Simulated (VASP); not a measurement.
Set up this calculation in VASP 6.6.1, as the native input.

```yaml
Task: single point
Functional: PBE
Potentials_or_basis: VASP PAW PBE potentials, release 64 (W_sv, C)
Cutoff: 520 eV
k_mesh: 14 × 14 × 13
Occupations: fermi-dirac, width 0.05 eV
Spin: no spin polarisation
Dipole_correction: no
Further_INCAR_settings: ALGO = Normal; EDIFF = 1e-07; NBANDS = 16
```

The structure of WC lies in POSCAR:

```
WC
1.0
    2.9005014360      0.0000000000      0.0000000000
   -1.4502507180      2.5119079273      0.0000000000
    0.0000000000      0.0000000000      2.8290000000
W C
1 1
Direct
    0.0000000000      0.0000000000      0.0000000000
    0.6666666667      0.3333333333      0.5000000000
```

One way to write it, as run:

INCAR

```
SYSTEM = WC
ALGO = Normal
EDIFF = 1E-7
ENCUT = 520
GGA = PE
ISIF = 2
ISMEAR = -1
LASPH = .TRUE.
LCHARG = .FALSE.
LREAL = .FALSE.
LWAVE = .FALSE.
NBANDS = 16
NELM = 60
PREC = Accurate
SIGMA = 0.05
```

KPOINTS

```
k-points
0
G
  14 14 13
  0 0 0
```

Potentials or basis: VASP PAW PBE potentials, release 64 (W_sv, C).

Launch:

```bash
$ cat potpaw_PBE.64/W_sv/POTCAR potpaw_PBE.64/C/POTCAR > POTCAR
$ mpirun -np 1 vasp_std > vasp.out
```

Results of the run:

| Quantity | Value |
| --- | --- |
| Pressure | 9.7 GPa |
| Band gap on the k mesh | zero (bands 9 and 10 overlap by 1.32 eV) |

Caveat: the cell stands under pressure; spin-orbit coupling is left out, which moves the levels of the heavy elements.

Wall time 21 s on 1 thread of Intel(R) Xeon(R) Platinum 8488C (Sapphire Rapids), with other jobs on the host, peak memory 0.17 GiB.
